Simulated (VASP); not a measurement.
# Al6H in VASP: notebook

The runs below take Al6H through single point, with PBE.

Everything below comes from runs of VASP 6.6.1. Logs are shortened: lines on timing, memory, paths and dates and some standing lists are left out, and cuts for length are marked.

### Step 1. The cell of the first run

The cell holds a slab with vacuum, 14 atoms: a = 5.714 Å, b = 5.714 Å, c = 22.175 Å, α = 90.00°, β = 90.00°, γ = 90.00°.

### Step 2. Single point, PBE

File INCAR:

```
SYSTEM = Al6H
  PREC = Accurate
  ENCUT = 520
  EDIFF = 1E-6
  ISMEAR = 0
  SIGMA = 0.1
  LREAL = .FALSE.
  LASPH = .TRUE.
  NELM = 100
  ALGO = Normal
  ISIF = 2
  LWAVE = .FALSE.
  LCHARG = .FALSE.
  LDIPOL = .TRUE.
  IDIPOL = 3
  DIPOL = 0.5 0.5 0.305
  GGA = PE
  NBANDS = 32
```

File KPOINTS:

```
regular mesh
0
G
  5 5 1
  0 0 0
```

File POSCAR:

```
Al6H
1.0
    5.7135165837      0.0000000000      0.0000000000
    0.0000000000      5.7135165837      0.0000000000
    0.0000000000      0.0000000000     22.1746954317
Al H
12 2
Direct
    0.2500000000      0.2500000000      0.1803857921
    0.2500000000      0.7500000000      0.1803857921
    0.7500000000      0.2500000000      0.1803857921
    0.7500000000      0.7500000000      0.1803857921
    0.0000000000      0.0000000000      0.2744050922
    0.0000000000      0.5000000000      0.2744050922
    0.5000000000      0.0000000000      0.2744050922
    0.5000000000      0.5000000000      0.2744050922
    0.2500000000      0.2500000000      0.3686497277
    0.2500000000      0.7500000000      0.3686497277
    0.7500000000      0.2500000000      0.3686497277
    0.7500000000      0.7500000000      0.3686497277
    0.2500000000      0.9343661658      0.4859004925
    0.2500000000      1.0656338342      0.4859004925
```

Potentials or basis: VASP PAW PBE potentials, release 64 (Al, H).

The run is started by

```console
> cat potpaw_PBE.64/Al/POTCAR potpaw_PBE.64/H/POTCAR > POTCAR
> mpirun -np 1 vasp_std > vasp.out
```

OUTCAR:

```text
SYSTEM = Al6H
   PREC = Accurate
   ENCUT = 520
   EDIFF = 1E-6
   ISMEAR = 0
   LREAL = .FALSE.
   LASPH = .TRUE.
   NELM = 100
   ISIF = 2
   GGA = PE

 ion  position               nearest neighbor table
   1  0.250  0.250  0.180-   2 2.86   3 2.86   2 2.86   3 2.86   7 2.90   8 2.90   5 2.90   6 2.90

   2  0.250  0.750  0.180-   1 2.86   4 2.86   1 2.86   4 2.86   7 2.90   8 2.90   5 2.90   6 2.90

   3  0.750  0.250  0.180-   1 2.86   4 2.86   4 2.86   1 2.86   7 2.90   8 2.90   5 2.90   6 2.90
[... 15 lines left out ...]
  11  0.750  0.250  0.369-   9 2.86  12 2.86  12 2.86   9 2.86   5 2.91   6 2.91   7 2.91   8 2.91

  12  0.750  0.750  0.369-  10 2.86  11 2.86  11 2.86  10 2.86   5 2.91   6 2.91   7 2.91   8 2.91

  13  0.250  0.934  0.486-  14 0.75
  14  0.250  0.066  0.486-  13 0.75

  LATTYP: Found a simple tetragonal cell.
 ALAT       =     5.7135165837
 C/A-ratio  =     3.8810940875

  Lattice vectors:

 A1 = (   5.7135165837,   0.0000000000,   0.0000000000)
 A2 = (   0.0000000000,   5.7135165837,   0.0000000000)
 A3 = (   0.0000000000,   0.0000000000,  22.1746954317)

Analysis of symmetry for initial positions (statically):
=====================================================================
 Subroutine PRICEL returns:
 Original cell was already a primitive cell.

 Routine SETGRP: Setting up the symmetry group for a
 simple tetragonal supercell.

 Subroutine GETGRP returns: Found  4 space group operations
 (whereof  2 operations were pure point group operations)
 out of a pool of 16 trial point group operations.

The static configuration has the point symmetry C_1h.
 The point group associated with its full space group is C_2v.

Analysis of symmetry for dynamics (positions and initial velocities):
=====================================================================
 Subroutine PRICEL returns:
 Original cell was already a primitive cell.

 Routine SETGRP: Setting up the symmetry group for a
 simple tetragonal supercell.

 Subroutine GETGRP returns: Found  4 space group operations
 (whereof  2 operations were pure point group operations)
 out of a pool of 16 trial point group operations.

The dynamic configuration has the point symmetry C_1h.
 The point group associated with its full space group is C_2v.

 Subroutine INISYM returns: Found  4 space group operations
 (whereof  2 operations are pure point group operations),
 and found     1 'primitive' translations

----------------------------------------------------------------------------------------

                                     Primitive cell

  volume of cell :     723.8768

  direct lattice vectors                    reciprocal lattice vectors
     5.713516584  0.000000000  0.000000000     0.175023558  0.000000000  0.000000000
     0.000000000  5.713516584  0.000000000     0.000000000  0.175023558  0.000000000
     0.000000000  0.000000000 22.174695432     0.000000000  0.000000000  0.045096448

  length of vectors
     5.713516584  5.713516584 22.174695432     0.175023558  0.175023558  0.045096448

  position of ions in fractional coordinates (direct lattice)
     0.250000000  0.250000000  0.180385792
     0.250000000  0.750000000  0.180385792
     0.750000000  0.250000000  0.180385792
     0.750000000  0.750000000  0.180385792
     0.000000000  0.000000000  0.274405092
     0.000000000  0.500000000  0.274405092
     0.500000000  0.000000000  0.274405092
     0.500000000  0.500000000  0.274405092
     0.250000000  0.250000000  0.368649728
     0.250000000  0.750000000  0.368649728
     0.750000000  0.250000000  0.368649728
     0.750000000  0.750000000  0.368649728
     0.250000000  0.934366166  0.485900493
     0.250000000  0.065633834  0.485900493

  ion indices of the primitive-cell ions
   primitive index   ion index
                 1           1
                 2           2
                 3           3
                 4           4
                 5           5
                 6           6
                 7           7
                 8           8
                 9           9
                10          10
                11          11
                12          12
                13          13
                14          14

----------------------------------------------------------------------------------------

 KPOINTS: regular mesh

Automatic generation of k-mesh.
 Grid dimensions read from file:
 generate k-points for:    5    5    1

 Generating k-lattice:

  Cartesian coordinates                     Fractional coordinates (reciprocal lattice)
     0.035004712  0.000000000  0.000000000     0.200000000  0.000000000  0.000000000
     0.000000000  0.035004712  0.000000000     0.000000000  0.200000000  0.000000000
     0.000000000  0.000000000  0.045096448     0.000000000  0.000000000  1.000000000

  Length of vectors
     0.035004712  0.035004712  0.045096448

  Shift w.r.t. Gamma in fractional coordinates (k-lattice)
     0.000000000  0.000000000  0.000000000

 Subroutine IBZKPT returns following result:
 ===========================================

 Found      9 irreducible k-points:

 Following reciprocal coordinates:
            Coordinates               Weight
  0.000000  0.000000  0.000000      1.000000
  0.200000  0.000000  0.000000      2.000000
  0.000000  0.200000  0.000000      2.000000
  0.400000  0.000000  0.000000      2.000000
  0.000000  0.400000  0.000000      2.000000
  0.200000  0.200000  0.000000      4.000000
  0.400000  0.200000  0.000000      4.000000
 -0.200000  0.400000  0.000000      4.000000
  0.400000  0.400000  0.000000      4.000000
   k-points           NKPTS =      9   k-points in BZ     NKDIM =      9   number of bands    NBANDS=     32
   number of dos      NEDOS =    301   number of ions     NIONS =     14
   total plane-waves  NPLWV = 296352
   dimension x,y,z NGX =    42 NGY =   42 NGZ =  168
   dimension x,y,z NGXF=    84 NGYF=   84 NGZF=  336
   ions per type =              12   2
   NGX,Y,Z   is equivalent  to a cutoff of  12.22, 12.22, 12.60 a.u.
   NGXF,Y,Z  is equivalent  to a cutoff of  24.44, 24.44, 25.19 a.u.
 SYSTEM =  Al6H
   PREC   = accura    normal or accurate (medium, high low for compatibility)
   ISTART =      0    job   : 0-new  1-cont  2-samecut
   ICHARG =      2    charge: 1-file 2-atom 10-const
   ISPIN  =      1    spin polarized calculation?
   LNONCOLLINEAR =      F non collinear calculations
   LSORBIT =      F    spin-orbit coupling
   LASPH  =      T    aspherical Exc in radial PAW
   ENCUT  =  520.0 eV  38.22 Ry    6.18 a.u.  10.62 10.62 41.23*2*pi/ulx,y,z
   NELM   =    100;   NELMIN=  2; NELMDL= -5     # of ELM steps
   EDIFF  = 0.1E-05   stopping-criterion for ELM
   LREAL  =      F    real-space projection
   EDIFFG = 0.1E-04   stopping-criterion for IOM
   NSW    =      0    number of steps for IOM
   IBRION =     -1    ionic relax: 0-MD 1-quasi-New 2-CG
   NFREE  =      0    steps in history (QN), initial steepest desc. (CG)
   ISIF   =      2    stress and relaxation
   ISYM   =      2    0-nonsym 1-usesym 2-fastsym
   POTIM  = 0.5000    time-step for ionic-motion
   TEBEG  =    0.0;   TEEND  =   0.0 temperature during run
   PSTRESS=    0.0 pullay stress
   NELECT =      38.0000    total number of electrons
   NUPDOWN=      -1.0000    fix difference up-down
   EMIN   =  10.00;   EMAX   =-10.00  energy-range for DOS
   EFERMI =   0.00;   METHOD = LEGACY
   ISMEAR =     0;   SIGMA  =   0.10  broadening in eV -4-tet -1-fermi 0-gaus
   EFERMI_NEDOS =   21; number of points for ismear=-14 and -15
   IALGO  =     38    algorithm
   IMIX   =      4    mixing-type and parameters
     AMIX     =   0.40;   BMIX     =  1.00
     AMIX_MAG =   1.60;   BMIX_MAG =  1.00
  volume/ion in A,a.u.               =      51.71       348.93
  Fermi-wavevector in a.u.,A,eV,Ry     =   0.612982  1.158368  5.112350  0.375747
  Thomas-Fermi vector in A             =   1.669467
   LORBIT       =      0    0 simple, 1 ext, 2 COOP (PROOUT), +10 PAW based schemes
   GGA     = PE    functional components
   LHFCALC =     F    Hartree Fock is set to
   AEXX    =    0.0000 exact exchange contribution
   IVDW    =     0    specifies the selected vdW correction
   LEPSILON=     F    determine dielectric tensor
   LRPA    =     F    only Hartree local field effects (RPA)
 non-spin polarized calculation
 Gauss-broadening in eV      SIGMA  =   0.10
  energy-cutoff  :      520.00
  volume of cell :      723.88
 maximum number of plane-waves:     19525
   NGX = 21   NGY = 21   NGZ = 83

 dipolmoment           0.000000      0.000000      0.000005 electrons x Angstroem

 number of electron      38.0000000 magnetization

 dipolmoment           0.000000      0.000000     -0.030744 electrons x Angstroem

 Free energy of the ion-electron system (eV)
  ---------------------------------------------------
  ext. energy  EPLUGINS =         0.00000000
  ---------------------------------------------------
  free energy    TOTEN  =       -47.88937224 eV

  energy without entropy =      -47.86874951  energy(sigma->0) =      -47.87906088

 E-fermi :  -0.9370     XC(G=0):  -3.8712

 val. band max:       -0.9947896205   @ k =   0.0000   0.4000   0.0000
 cond. band min:      -0.9358086731   @ k =   0.0000   0.0000   0.0000
 fundamental gap:      0.0589809474
 Fermi energy:        -0.9370214562

 k-point     1 :       0.0000    0.0000    0.0000
  band No.  band energies     occupation
      1     -10.9965      2.00000
      2      -8.9275      2.00000
      3      -7.4608      2.00000
      4      -6.6017      2.00000
      5      -6.5906      2.00000
      6      -6.4891      2.00000
[... 295 lines left out ...]
     30       2.1178      0.00000
     31       2.5213      0.00000
 [bands above 31 left out]

------------------------ aborting loop because EDIFF is reached ----------------------------------------

 vacuum level on the upper side and lower side of the slab       (xc-potential included)        -0.096         0.074

  FORCE on cell =-STRESS in cart. coord.  units (eV):
  Direction    XX          YY          ZZ          XY          YZ          ZX
  --------------------------------------------------------------------------------------
  -------------------------------------------------------------------------------------
  Total       -7.7783824     -7.2436932      0.7488906      0.0000000      0.0000000      0.0000000
  in kB      -17.2161177    -16.0326748      1.6575411      0.0000000      0.0000000      0.0000000
  external PRESSURE =     -10.5304171 kB  Pullay stress =       0.0000000 kB

 VOLUME and BASIS-vectors are now :
 -----------------------------------------------------------------------------
  energy-cutoff  :      520.00
  volume of cell :      723.88
      direct lattice vectors                 reciprocal lattice vectors
     5.713516584  0.000000000  0.000000000     0.175023558  0.000000000  0.000000000
     0.000000000  5.713516584  0.000000000     0.000000000  0.175023558  0.000000000
     0.000000000  0.000000000 22.174695432     0.000000000  0.000000000  0.045096448

 POSITION                                       TOTAL-FORCE (eV/Angst)
 -----------------------------------------------------------------------------------
      1.42838      1.42838      4.00000         0.000000      0.013571      0.016589
      1.42838      4.28514      4.00000         0.000000     -0.013571      0.016589
      4.28514      1.42838      4.00000         0.000000      0.010245      0.010423
      4.28514      4.28514      4.00000         0.000000     -0.010245      0.010423
      0.00000      0.00000      6.08485        -0.026790      0.000000      0.002744
      0.00000      2.85676      6.08485         0.006568      0.000000      0.006311
      2.85676      0.00000      6.08485         0.026790      0.000000      0.002744
      2.85676      2.85676      6.08485        -0.006568      0.000000      0.006311
      1.42838      1.42838      8.17470         0.000000      0.126545     -0.197387
      1.42838      4.28514      8.17470         0.000000     -0.126545     -0.197387
      4.28514      1.42838      8.17470         0.000000      0.003916     -0.040545
      4.28514      4.28514      8.17470         0.000000     -0.003916     -0.040545
      1.42838      5.33852     10.77470         0.000000     -0.079780      0.201866
      1.42838      0.37500     10.77470         0.000000      0.079780      0.201866
 -----------------------------------------------------------------------------------
    total drift:                               -0.000000      0.000000      0.000238

  FREE ENERGIE OF THE ION-ELECTRON SYSTEM (eV)
  ---------------------------------------------------
  free  energy   TOTEN  =       -47.8893722447 eV

  energy  without entropy=      -47.8687495090  energy(sigma->0) =      -47.87906088

 vacuum level on the upper side and lower side of the slab         3.392         3.568
```

Run time: 9.7 min. Hardware: 1 thread of Intel Xeon Platinum 8488C (Sapphire Rapids), shared host; peak memory 0.67 GiB.

Results:

- Free energy: -47.8894 eV
- Largest force: 0.234 eV/Å
- Band gap on the k mesh: zero (band 19 reaches -0.48 eV, above the bottom of band 20 at -1.05 eV)

Forces in eV/Å, atoms in the order of the input:
```
Al   0.000  0.014  0.017
Al   0.000 -0.014  0.017
Al   0.000  0.010  0.010
Al   0.000 -0.010  0.010
Al  -0.027  0.000  0.003
Al   0.007  0.000  0.006
Al   0.027  0.000  0.003
Al  -0.007  0.000  0.006
Al   0.000  0.127 -0.197
Al   0.000 -0.127 -0.197
Al   0.000  0.004 -0.041
Al   0.000 -0.004 -0.041
H    0.000 -0.080  0.202
H    0.000  0.080  0.202
```

### Step 3. Single point, PBE

File INCAR:

```
SYSTEM = Al6H
PREC = Accurate
ENCUT = 520
EDIFF = 1E-6
ISMEAR = 0
SIGMA = 0.1
LREAL = .False.
LASPH = .True.
NELM = 80
ALGO = Normal
ISIF = 2
LWAVE = .False.
LCHARG = .True.
LDIPOL = .True.
IDIPOL = 3
DIPOL = 0.5 0.5 0.311
GGA = PE
LELF = .True.
LVHAR = .True.
LVACPOTAV = .True.
NBANDS = 32
```

File KPOINTS:

```
regular mesh
0
Gamma
  5 5 1
  0 0 0
```

Changes to POSCAR since step 2:

```diff
@@ -20,3 +20,3 @@
     0.7500000000      0.7500000000      0.3686497277
-    0.2500000000      0.9343661658      0.4859004925
-    0.2500000000      1.0656338342      0.4859004925
+    0.2500000000      0.9343661658      0.5309969405
+    0.2500000000      1.0656338342      0.5309969405
```

Potentials or basis: VASP PAW PBE potentials, release 64 (Al, H).

The run is started by

```console
> cat potpaw_PBE.64/Al/POTCAR potpaw_PBE.64/H/POTCAR > POTCAR
> mpirun -np 1 vasp_std > vasp.out
```

It took 7.8 min on 1 thread of Intel Xeon Platinum 8488C (Sapphire Rapids), shared host; peak memory 0.65 GiB.

Results (log left out):

* Free energy: -48.0499 eV
* Largest force: 0.043 eV/Å
* Band gap on the k mesh: zero (band 19 reaches -0.60 eV, above the bottom of band 20 at -1.11 eV)

Forces in eV/Å, atoms in the order of the input:
```
Al   0.000  0.002  0.019
Al   0.000 -0.002  0.019
Al   0.000  0.001  0.019
Al   0.000 -0.001  0.019
Al  -0.003  0.000  0.009
Al   0.001  0.000  0.011
Al   0.003  0.000  0.009
Al  -0.001  0.000  0.011
Al   0.000  0.008 -0.042
Al   0.000 -0.008 -0.042
Al   0.000  0.000 -0.031
Al   0.000  0.000 -0.031
H    0.000 -0.007  0.016
H    0.000  0.007  0.016
```

Levels at points of the mesh, in eV from the Fermi level:
| k point | band 16 | band 17 | band 18 | band 19 | band 20 | band 21 | band 22 | band 23 |
| --- | --- | --- | --- | --- | --- | --- | --- | --- |
| (0.00, 0.00, 0.00) | -0.76 | -0.75 | -0.67 | -0.32 | 0.03 | 0.03 | 0.06 | 0.06 |

### Step 4. Single point, PBE

File INCAR:

```
ALGO = Normal ; DIPOL = 0.5 0.5 0.299
EDIFF = 1E-6 ; ENCUT = 520
GGA = PE ; IDIPOL = 3
ISIF = 2 ; ISMEAR = 0
LASPH = True ; LCHARG = True
LDIPOL = True ; LELF = True
LREAL = False ; LVACPOTAV = True
LVHAR = True ; LWAVE = False
NBANDS = 32 ; NELM = 80
PREC = Accurate ; SIGMA = 0.1
```

File KPOINTS:

```
k-points
0
Gamma
  5 5 1
```

Changes to POSCAR since step 3:

```diff
@@ -20,3 +20,3 @@
     0.7500000000      0.7500000000      0.3686497277
-    0.2500000000      0.9343661658      0.5309969405
-    0.2500000000      1.0656338342      0.5309969405
+    0.2500000000      0.8966485891      0.4466665827
+    0.2500000000      1.1033514109      0.4466665827
```

The run is started by

```console
> cat potpaw_PBE.64/Al/POTCAR potpaw_PBE.64/H/POTCAR > POTCAR
> mpirun -np 1 vasp_std > vasp.out
```

Run time: 8.2 min. Hardware: 1 thread of Intel Xeon Platinum 8488C (Sapphire Rapids), shared host; peak memory 0.66 GiB.

The run converged. Its results:

* Free energy: -46.8111 eV
* Largest force: 1.005 eV/Å
* Band gap on the k mesh: zero (band 19 reaches -0.24 eV, above the bottom of band 20 at -1.05 eV)

Forces in eV/Å, atoms in the order of the input:
```
Al   0.000 -0.007  0.127
Al   0.000  0.007  0.127
Al   0.000  0.075 -0.102
Al   0.000 -0.075 -0.102
Al  -0.019  0.000  0.167
Al  -0.031  0.000  0.041
Al   0.019  0.000  0.167
Al   0.031  0.000  0.041
Al   0.000  0.374  0.188
Al   0.000 -0.374  0.188
Al   0.000  0.044  0.001
Al   0.000 -0.044  0.001
H    0.000  0.912 -0.423
H    0.000 -0.912 -0.423
```

Levels at points of the mesh, in eV from the Fermi level:
| k point | band 17 | band 18 | band 19 | band 20 | band 21 | band 22 |
| --- | --- | --- | --- | --- | --- | --- |
| (0.00, 0.00, 0.00) | -0.87 | -0.59 | -0.52 | -0.21 | -0.14 | -0.14 |

[end of part 1 of 2]
